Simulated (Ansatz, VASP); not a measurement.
## Two plane-wave programs on Si

Contents of POSCAR:

```
Si
1.0
    0.0000000000      2.7135600000      2.7135600000
    2.7135600000      0.0000000000      2.7135600000
    2.7135600000      2.7135600000      0.0000000000
Si
2
Direct
    0.2500000000      0.2500000000      0.2500000000
    1.0000000000      1.0000000000      1.0000000000
```

Contents of INCAR.step1:

```
ALGO     = Normal         # electronic algorithm
EDIFF    = 1E-5           # SCF threshold, eV
EDIFFG   = -0.005         # ionic threshold
ENCUT    = 550            # plane-wave cutoff, eV
GGA      = PE             # functional
GGA_COMPAT= F            
IBRION   = 2              # ionic algorithm
ISIF     = 3              # what is computed and relaxed
ISMEAR   = 0              # smearing method
LASPH    = T              # aspherical terms in the spheres
LCHARG   = F              # write CHGCAR
LREAL    = F              # projectors in reciprocal space
LWAVE    = T              # write WAVECAR
NELM     = 120            # most SCF steps
NELMIN   = 4            
NSW      = 100            # ionic steps
PREC     = Accurate       # precision mode
SIGMA    = 0.01           # smearing width, eV
```

INCAR.step2

```
ALGO     = Normal         # electronic algorithm
EDIFF    = 1E-7           # SCF threshold, eV
EDIFFG   = -0.005         # ionic threshold
ENCUT    = 550            # plane-wave cutoff, eV
GGA_COMPAT= F            
IBRION   = 2              # ionic algorithm
ISIF     = 3              # what is computed and relaxed
ISMEAR   = 0              # smearing method
ISTART   = 1            
IVDW     = 13             # dispersion correction
LASPH    = T              # aspherical terms in the spheres
LCHARG   = F              # write CHGCAR
LMIXTAU  = T            
LREAL    = F              # projectors in reciprocal space
LWAVE    = F              # write WAVECAR
METAGGA  = R2SCAN         # meta-GGA
NELM     = 120            # most SCF steps
NELMIN   = 4            
NSW      = 100            # ionic steps
PREC     = Accurate       # precision mode
SIGMA    = 0.01           # smearing width, eV
VDW_A1   = 0.51559235   
VDW_A2   = 5.77342911   
VDW_S6   = 1.0          
VDW_S8   = 0.6018749
```

The input KPOINTS:

```
k-points
0
Gamma
  6 6 6
```

Input for Ansatz:

```yaml
crystal:
  lattice:
    bravais: fcc
    a: 5.42712
  space_group: 227
  setting:
    origin_choice: 1
  atoms:
    - { symbol: Si, position: [0.25, 0.25, 0.25] }
  reduce_to_primitive: true
basis:
  ecutwfc: 550.0
kpoints:
  mp_grid:
    grid: [6, 6, 6]
hamiltonian:
  xc: r2scan
  dispersion: d4
scf:
  occupations:
    method: fixed
relax:
  f_tol: 0.005
  max_steps: 100
  cell: {}
```

Alike in both runs: task relaxation of cell and atoms; functional r2SCAN; dispersion D4; k mesh 6 × 6 × 6; no spin polarisation.

|  | VASP | Ansatz |
| --- | --- | --- |
| version | VASP 6.6.1 | Ansatz 0.2.0 |
| potentials or method | VASP PAW PBE potentials, release 64 (Si), cutoff 550 eV | plane waves, PAW |
| occupations | gaussian, width 0.01 eV | fixed |
| valence electrons in the cell | 8 | 8 |

VASP gave:

```
relaxed volume (Å³/atom)                                     : 19.97
relaxed cell length with the largest relative difference (Å) : 3.837
```

Problem. What did Ansatz give for the same quantities?

Solution. Relaxed volume (Å³/atom): 20.01; relaxed cell length with the largest relative difference (Å): 3.839.

VASP's potentials were made for PBE, not for r2SCAN.
